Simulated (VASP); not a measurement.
# BN (P6_3mc) in VASP: notebook

Runs on BN. Level: PBEsol+D3(BJ). Tasks: single point.

Everything below comes from runs of VASP 6.6.1. Logs are shortened: lines on timing, memory, paths and dates and some standing lists are left out, and cuts for length are marked.

**1. The cell of the first run**

It takes space group P6_3mc (No. 186, hexagonal). The conventional cell has a = 2.536 Å, b = 2.536 Å, c = 4.199 Å, α = 90.00°, β = 90.00°, γ = 120.00°. Within 2.1 Å of B (site symmetry 3m) lie 4 N at 1.56 to 1.57 Å. N (site symmetry 3m) has 4 B at 1.56 to 1.57 Å within 2.1 Å.

**2. Single point, PBEsol+D3(BJ)**

The input, INCAR:

```
SYSTEM = BN
PREC     = Accurate       ! precision mode
ENCUT    = 520            ! plane-wave cutoff, eV
EDIFF    = 1E-6           ! SCF threshold, eV
ISMEAR   = 0              ! smearing method
SIGMA    = 0.01           ! smearing width, eV
LREAL    = .False.        ! projectors in reciprocal space
LASPH    = .True.         ! aspherical terms in the spheres
NELM     = 60             ! most SCF steps
ALGO     = Normal         ! electronic algorithm
ISIF     = 2              ! what is computed and relaxed
LWAVE    = .False.        ! write WAVECAR
LCHARG   = .False.        ! write CHGCAR
GGA      = PS             ! functional
IVDW     = 12             ! dispersion correction
NBANDS   = 16             ! bands
```

The input, KPOINTS:

```
regular mesh
0
Gamma
  10 10 5
  0 0 0
```

The input, POSCAR:

```
BN
1.0
    2.5360000000      0.0000000000      0.0000000000
   -1.2680000000      2.1962404200      0.0000000000
    0.0000000000      0.0000000000      4.1990000000
B N
2 2
Direct
    0.6666666700      0.3333333300      0.0000000000
    0.3333333300      0.6666666700      0.5000000000
    0.6666666700      0.3333333300      0.3750000000
    0.3333333300      0.6666666700      0.8750000000
```

Potentials or basis: VASP PAW PBE potentials, release 64 (B, N).

On the command line:

```
> cat potpaw_PBE.64/B/POTCAR potpaw_PBE.64/N/POTCAR > POTCAR
> mpirun -np 1 vasp_std > vasp.out
```

OUTCAR:

```text
SYSTEM = BN
   PREC = Accurate
   ENCUT = 520
   EDIFF = 1E-6
   ISMEAR = 0
   LREAL = .False.
   LASPH = .True.
   NELM = 60
   ISIF = 2
   GGA = PS
   IVDW = 12
 IVDW          = 12

 ion  position               nearest neighbor table
   1  0.667  0.333  0.000-   4 1.56   4 1.56   4 1.56   3 1.57
   2  0.333  0.667  0.500-   3 1.56   3 1.56   3 1.56   4 1.57
   3  0.667  0.333  0.375-   2 1.56   2 1.56   2 1.56   1 1.57
   4  0.333  0.667  0.875-   1 1.56   1 1.56   1 1.56   2 1.57

  LATTYP: Found a hexagonal cell.
 ALAT       =     2.5360000000
 C/A-ratio  =     1.6557570978

  Lattice vectors:

 A1 = (   2.5360000000,   0.0000000000,   0.0000000000)
 A2 = (  -1.2680000000,   2.1962404200,   0.0000000000)
 A3 = (   0.0000000000,   0.0000000000,   4.1990000000)

Analysis of symmetry for initial positions (statically):
=====================================================================
 Subroutine PRICEL returns:
 Original cell was already a primitive cell.

 Routine SETGRP: Setting up the symmetry group for a
 hexagonal supercell.

 Subroutine GETGRP returns: Found 12 space group operations
 (whereof  6 operations were pure point group operations)
 out of a pool of 24 trial point group operations.

The static configuration has the point symmetry C_3v.
 The point group associated with its full space group is C_6v.

Analysis of symmetry for dynamics (positions and initial velocities):
=====================================================================
 Subroutine PRICEL returns:
 Original cell was already a primitive cell.

 Routine SETGRP: Setting up the symmetry group for a
 hexagonal supercell.

 Subroutine GETGRP returns: Found 12 space group operations
 (whereof  6 operations were pure point group operations)
 out of a pool of 24 trial point group operations.

The dynamic configuration has the point symmetry C_3v.
 The point group associated with its full space group is C_6v.

 Subroutine INISYM returns: Found 12 space group operations
 (whereof  6 operations are pure point group operations),
 and found     1 'primitive' translations

----------------------------------------------------------------------------------------

                                     Primitive cell

  volume of cell :      23.3870

  direct lattice vectors                    reciprocal lattice vectors
     2.536000000  0.000000000  0.000000000     0.394321767  0.227661778  0.000000000
    -1.268000000  2.196240420  0.000000000     0.000000000  0.455323557  0.000000000
     0.000000000  0.000000000  4.199000000     0.000000000  0.000000000  0.238151941

  length of vectors
     2.536000000  2.535999997  4.199000000     0.455323556  0.455323557  0.238151941

  position of ions in fractional coordinates (direct lattice)
     0.666666670  0.333333330  0.000000000
     0.333333330  0.666666670  0.500000000
     0.666666670  0.333333330  0.375000000
     0.333333330  0.666666670  0.875000000

  ion indices of the primitive-cell ions
   primitive index   ion index
                 1           1
                 2           2
                 3           3
                 4           4

----------------------------------------------------------------------------------------

 KPOINTS: regular mesh

Automatic generation of k-mesh.
 Grid dimensions read from file:
 generate k-points for:   10   10    5

 Generating k-lattice:

  Cartesian coordinates                     Fractional coordinates (reciprocal lattice)
     0.039432177  0.022766178  0.000000000     0.100000000  0.000000000  0.000000000
     0.000000000  0.045532356  0.000000000     0.000000000  0.100000000  0.000000000
     0.000000000  0.000000000  0.047630388     0.000000000  0.000000000  0.200000000

  Length of vectors
     0.045532356  0.045532356  0.047630388

  Shift w.r.t. Gamma in fractional coordinates (k-lattice)
     0.000000000  0.000000000  0.000000000

 Subroutine IBZKPT returns following result:
 ===========================================

 Found     42 irreducible k-points:

 Following reciprocal coordinates:
            Coordinates               Weight
  0.000000  0.000000  0.000000      1.000000
  0.100000  0.000000  0.000000      6.000000
  0.200000  0.000000  0.000000      6.000000
  0.300000 -0.000000  0.000000      6.000000
  0.400000 -0.000000  0.000000      6.000000
  0.500000 -0.000000  0.000000      3.000000
[... 16 lines left out ...]
  0.300000  0.100000  0.200000     24.000000
  0.400000  0.100000  0.200000     24.000000
 [... further k-points ...]
   k-points           NKPTS =     42   k-points in BZ     NKDIM =     42   number of bands    NBANDS=     16
   number of dos      NEDOS =    301   number of ions     NIONS =      4
   total plane-waves  NPLWV =  12800
   dimension x,y,z NGX =    20 NGY =   20 NGZ =   32
   dimension x,y,z NGXF=    40 NGYF=   40 NGZF=   64
   ions per type =               2   2
   NGX,Y,Z   is equivalent  to a cutoff of  13.11, 13.11, 12.67 a.u.
   NGXF,Y,Z  is equivalent  to a cutoff of  26.22, 26.22, 25.34 a.u.
 SYSTEM =  BN
   PREC   = accura    normal or accurate (medium, high low for compatibility)
   ISTART =      0    job   : 0-new  1-cont  2-samecut
   ICHARG =      2    charge: 1-file 2-atom 10-const
   ISPIN  =      1    spin polarized calculation?
   LNONCOLLINEAR =      F non collinear calculations
   LSORBIT =      F    spin-orbit coupling
   LASPH  =      T    aspherical Exc in radial PAW
   ENCUT  =  520.0 eV  38.22 Ry    6.18 a.u.   4.72  4.72  7.81*2*pi/ulx,y,z
   NELM   =     60;   NELMIN=  2; NELMDL= -5     # of ELM steps
   EDIFF  = 0.1E-05   stopping-criterion for ELM
   LREAL  =      F    real-space projection
   EDIFFG = 0.1E-04   stopping-criterion for IOM
   NSW    =      0    number of steps for IOM
   IBRION =     -1    ionic relax: 0-MD 1-quasi-New 2-CG
   NFREE  =      0    steps in history (QN), initial steepest desc. (CG)
   ISIF   =      2    stress and relaxation
   ISYM   =      2    0-nonsym 1-usesym 2-fastsym
   POTIM  = 0.5000    time-step for ionic-motion
   TEBEG  =    0.0;   TEEND  =   0.0 temperature during run
   PSTRESS=    0.0 pullay stress
   NELECT =      16.0000    total number of electrons
   NUPDOWN=      -1.0000    fix difference up-down
   EMIN   =  10.00;   EMAX   =-10.00  energy-range for DOS
   EFERMI =   0.00;   METHOD = LEGACY
   ISMEAR =     0;   SIGMA  =   0.01  broadening in eV -4-tet -1-fermi 0-gaus
   EFERMI_NEDOS =   21; number of points for ismear=-14 and -15
   IALGO  =     38    algorithm
   IMIX   =      4    mixing-type and parameters
     AMIX     =   0.40;   BMIX     =  1.00
     AMIX_MAG =   1.60;   BMIX_MAG =  1.00
  volume/ion in A,a.u.               =       5.85        39.46
  Fermi-wavevector in a.u.,A,eV,Ry     =   1.442524  2.725976 28.312044  2.080877
  Thomas-Fermi vector in A             =   2.561035
   LORBIT       =      0    0 simple, 1 ext, 2 COOP (PROOUT), +10 PAW based schemes
   GGA     = PS    functional components
   LHFCALC =     F    Hartree Fock is set to
   AEXX    =    0.0000 exact exchange contribution
   IVDW    =    12    specifies the selected vdW correction
   LEPSILON=     F    determine dielectric tensor
   LRPA    =     F    only Hartree local field effects (RPA)
 non-spin polarized calculation
 Gauss-broadening in eV      SIGMA  =   0.01
  energy-cutoff  :      520.00
  volume of cell :       23.39
 maximum number of plane-waves:       640
 NGX is ok and might be reduce to    20
   NGX =  9   NGY =  9   NGZ = 15

 number of electron      15.9999999 magnetization

 Free energy of the ion-electron system (eV)
  ---------------------------------------------------
  ext. energy  EPLUGINS =         0.00000000
  ---------------------------------------------------
  free energy    TOTEN  =       -36.62417869 eV

  energy without entropy =      -36.62417869  energy(sigma->0) =      -36.62417869

 E-fermi :   7.7658     XC(G=0): -13.0567

 val. band max:        7.6413348619   @ k =   0.0000   0.0000   0.0000
 cond. band min:      12.8128261226   @ k =   0.3000   0.3000   0.0000
 fundamental gap:      5.1714912607
 Fermi energy:         7.7657706838

 k-point     1 :       0.0000    0.0000    0.0000
  band No.  band energies     occupation
      1     -12.9005      2.00000
      2      -8.6561      2.00000
      3      -3.4584      2.00000
      4       5.4958      2.00000
      5       5.4959      2.00000
      6       7.3884      2.00000
[... 8 lines left out ...]
     15      19.5757      0.00000
     16      23.8354      0.00000

 k-point     2 :       0.1000    0.0000    0.0000
  band No.  band energies     occupation
      1     -12.6798      2.00000
      2      -8.4863      2.00000
      3      -3.2398      2.00000
      4       4.5112      2.00000
      5       5.0903      2.00000
      6       6.8289      2.00000
[... 8 lines left out ...]
     15      20.2119      0.00000
     16      23.4892      0.00000

 k-point     3 :       0.2000    0.0000    0.0000
  band No.  band energies     occupation
      1     -12.0279      2.00000
      2      -8.0122      2.00000
      3      -2.5961      2.00000
      4       2.3090      2.00000
      5       4.2193      2.00000
      6       4.9400      2.00000
[... 8 lines left out ...]
     15      21.7774      0.00000
     16      22.7232      0.00000

 k-point     4 :       0.3000   -0.0000    0.0000
  band No.  band energies     occupation
      1     -10.9836      2.00000
      2      -7.3883      2.00000
      3      -1.5807      2.00000
      4      -0.0279      2.00000
      5       2.7550      2.00000
      6       3.3647      2.00000
[... 8 lines left out ...]
     15      23.6004      0.00000
     16      23.6071      0.00000
[... 324 lines left out ...]
 k-point    22 :       0.2000    0.1000    0.2000
  band No.  band energies     occupation
      1     -11.1643      2.00000
      2      -8.2536      2.00000
      3      -1.0904      2.00000
      4       1.4492      2.00000
      5       2.6860      2.00000
      6       3.7535      2.00000
[... 8 lines left out ...]
     15      22.4962      0.00000
     16      23.2352      0.00000

 k-point    23 :       0.3000    0.1000    0.2000
  band No.  band energies     occupation
      1      -9.9879      2.00000
      2      -7.5279      2.00000
      3      -1.3540      2.00000
      4       0.4781      2.00000
      5       1.1248      2.00000
      6       2.6462      2.00000
[... 8 lines left out ...]
     15      23.4950      0.00000
     16      24.1087      0.00000

 k-point    24 :       0.4000    0.1000    0.2000
  band No.  band energies     occupation
      1      -8.7363      2.00000
      2      -7.3165      2.00000
      3      -2.2473      2.00000
      4      -0.6413      2.00000
      5       1.4040      2.00000
      6       2.3083      2.00000
[... 8 lines left out ...]
     15      24.3223      0.00000
     16      24.8953      0.00000

 [... further k-points ...]

------------------------ aborting loop because EDIFF is reached ----------------------------------------

 Edisp (eV)   -0.58150

 E8    (eV) :    -0.2881

  FORCE on cell =-STRESS in cart. coord.  units (eV):
  Direction    XX          YY          ZZ          XY          YZ          ZX
  --------------------------------------------------------------------------------------
  -------------------------------------------------------------------------------------
  Total      -0.15969    -0.15969    -0.31857     0.00000     0.00000     0.00000
  in kB     -10.94018   -10.94018   -21.82464     0.00000     0.00000     0.00000
  external pressure =      -14.57 kB  Pullay stress =        0.00 kB

 VOLUME and BASIS-vectors are now :
 -----------------------------------------------------------------------------
  energy-cutoff  :      520.00
  volume of cell :       23.39
      direct lattice vectors                 reciprocal lattice vectors
     2.536000000  0.000000000  0.000000000     0.394321767  0.227661778  0.000000000
    -1.268000000  2.196240420  0.000000000     0.000000000  0.455323557  0.000000000
     0.000000000  0.000000000  4.199000000     0.000000000  0.000000000  0.238151941

 POSITION                                       TOTAL-FORCE (eV/Angst)
 -----------------------------------------------------------------------------------
      1.26800      0.73208      0.00000        -0.000000      0.000000      0.062924
     -0.00000      1.46416      2.09950        -0.000000      0.000000      0.062924
      1.26800      0.73208      1.57462         0.000000     -0.000000     -0.062924
     -0.00000      1.46416      3.67413        -0.000000      0.000000     -0.062924
 -----------------------------------------------------------------------------------
    total drift:                                0.000001     -0.000000     -0.000449

  FREE ENERGIE OF THE ION-ELECTRON SYSTEM (eV)
  ---------------------------------------------------
  free  energy   TOTEN  =       -37.2056835655 eV

  energy  without entropy=      -37.2056835655  energy(sigma->0) =      -37.20568357
```

Wall time 7.4 s (1 thread of Intel Xeon 6975P-C, shared host); peak memory 0.15 GiB.

Results:

| Property | Result |
| --- | --- |
| Free energy | -37.2057 eV |
| Pressure | -1.5 GPa |
| Largest force | 0.063 eV/Å |
| Band gap on the k mesh | 5.17 eV, indirect (least direct gap 8.26 eV) |
| Dispersion energy per atom | -0.145 eV |

Forces on the atoms (eV/Å):
```
B    0.000  0.000  0.063
B    0.000  0.000  0.063
N    0.000  0.000 -0.063
N    0.000  0.000 -0.063
```

Caveat: three body term missing; the PAW data sets were made with another functional, which shifts forces and pressure a little.

**3. Single point, PBEsol+D3(BJ)**

The input, INCAR:

```
SYSTEM = BN
PREC = Accurate ; ENCUT = 520
EDIFF = 1E-7 ; ISMEAR = 0
SIGMA = 0.01 ; LREAL = .False.
LASPH = .True. ; NELM = 60
ALGO = Normal ; ISIF = 2
LWAVE = .False. ; LCHARG = .False.
GGA = PS ; IVDW = 12
NBANDS = 16
```

The input, KPOINTS:

```
regular mesh
0
Gamma
  12 12 7
  0 0 0
```

POSCAR is that of step 2.

Potentials or basis: VASP PAW PBE potentials, release 64 (B, N).

On the command line:

```
> cat potpaw_PBE.64/B/POTCAR potpaw_PBE.64/N/POTCAR > POTCAR
> mpirun -np 1 vasp_std > vasp.out
```

OUTCAR:

```text
SYSTEM = BN
   PREC = Accurate
   ENCUT = 520
   EDIFF = 1E-7
   ISMEAR = 0
   LREAL = .False.
   LASPH = .True.
   NELM = 60
   ISIF = 2
   GGA = PS
   IVDW = 12
 IVDW          = 12

 ion  position               nearest neighbor table
   1  0.667  0.333  0.000-   4 1.56   4 1.56   4 1.56   3 1.57
   2  0.333  0.667  0.500-   3 1.56   3 1.56   3 1.56   4 1.57
   3  0.667  0.333  0.375-   2 1.56   2 1.56   2 1.56   1 1.57
   4  0.333  0.667  0.875-   1 1.56   1 1.56   1 1.56   2 1.57

  LATTYP: Found a hexagonal cell.
[... 662 lines left out ...]
  Direction    XX          YY          ZZ          XY          YZ          ZX
  --------------------------------------------------------------------------------------
  -------------------------------------------------------------------------------------
  Total      -0.15931    -0.15931    -0.31781     0.00000     0.00000    -0.00000
  in kB     -10.91358   -10.91358   -21.77246     0.00000     0.00000    -0.00000
  external pressure =      -14.53 kB  Pullay stress =        0.00 kB

 VOLUME and BASIS-vectors are now :
 -----------------------------------------------------------------------------
  energy-cutoff  :      520.00
  volume of cell :       23.39
      direct lattice vectors                 reciprocal lattice vectors
     2.536000000  0.000000000  0.000000000     0.394321767  0.227661778  0.000000000
    -1.268000000  2.196240420  0.000000000     0.000000000  0.455323557  0.000000000
     0.000000000  0.000000000  4.199000000     0.000000000  0.000000000  0.238151941

 POSITION                                       TOTAL-FORCE (eV/Angst)
 -----------------------------------------------------------------------------------
      1.26800      0.73208      0.00000         0.000000     -0.000000      0.062810
     -0.00000      1.46416      2.09950        -0.000000      0.000000      0.062810
      1.26800      0.73208      1.57462        -0.000000      0.000000     -0.062810
     -0.00000      1.46416      3.67413         0.000000     -0.000000     -0.062810
 -----------------------------------------------------------------------------------
    total drift:                                0.000001     -0.000000     -0.000177

  FREE ENERGIE OF THE ION-ELECTRON SYSTEM (eV)
  ---------------------------------------------------
  free  energy   TOTEN  =       -37.2057275908 eV

  energy  without entropy=      -37.2057275908  energy(sigma->0) =      -37.20572759
```

OSZICAR:

```text
N       E                     dE             d eps       ncg     rms          rms(c)
DAV:   1     0.344217423201E+02    0.34422E+02   -0.82676E+03  2432   0.972E+02
DAV:   2    -0.363810377390E+02   -0.70803E+02   -0.66304E+02  3448   0.227E+02
DAV:   3    -0.385548540180E+02   -0.21738E+01   -0.21687E+01  2840   0.368E+01
DAV:   4    -0.385600396730E+02   -0.51857E-02   -0.51853E-02  2936   0.203E+00
DAV:   5    -0.385600543797E+02   -0.14707E-04   -0.14707E-04  2712   0.982E-02    0.937E+00
DAV:   6    -0.368327501109E+02    0.17273E+01   -0.20393E+00  3112   0.129E+01    0.454E+00
DAV:   7    -0.366656661225E+02    0.16708E+00   -0.30113E-01  3120   0.436E+00    0.270E+00
DAV:   8    -0.366253252762E+02    0.40341E-01   -0.50392E-02  3024   0.174E+00    0.245E-01
DAV:   9    -0.366241424142E+02    0.11829E-02   -0.19944E-03  2848   0.502E-01    0.128E-01
DAV:  10    -0.366242214849E+02   -0.79071E-04   -0.25105E-04  3008   0.128E-01    0.198E-02
DAV:  11    -0.366242222472E+02   -0.76229E-06   -0.18650E-05  3088   0.399E-02    0.113E-02
DAV:  12    -0.366242226883E+02   -0.44112E-06   -0.25418E-06  2936   0.159E-02    0.126E-03
DAV:  13    -0.366242227157E+02   -0.27411E-07   -0.73984E-08  1488   0.287E-03
   1 F= -.37205728E+02 E0= -.37205728E+02  d E =-.693251E-82
```

Run time: 19 s. Hardware: 1 thread of Intel Xeon 6975P-C, shared host; peak memory 0.16 GiB.

What came out:

* Free energy: -37.2057 eV
* Pressure: -1.5 GPa
* Largest force: 0.063 eV/Å
* Band gap on the k mesh: 4.97 eV, indirect (least direct gap 8.27 eV)
* Dispersion energy per atom: -0.145 eV

Forces in eV/Å, atoms in the order of the input:
```
B    0.000  0.000  0.063
B    0.000  0.000  0.063
N    0.000  0.000 -0.063
N    0.000  0.000 -0.063
```

Caveat: three body term missing; the PAW data sets were made with another functional, which shifts forces and pressure a little.
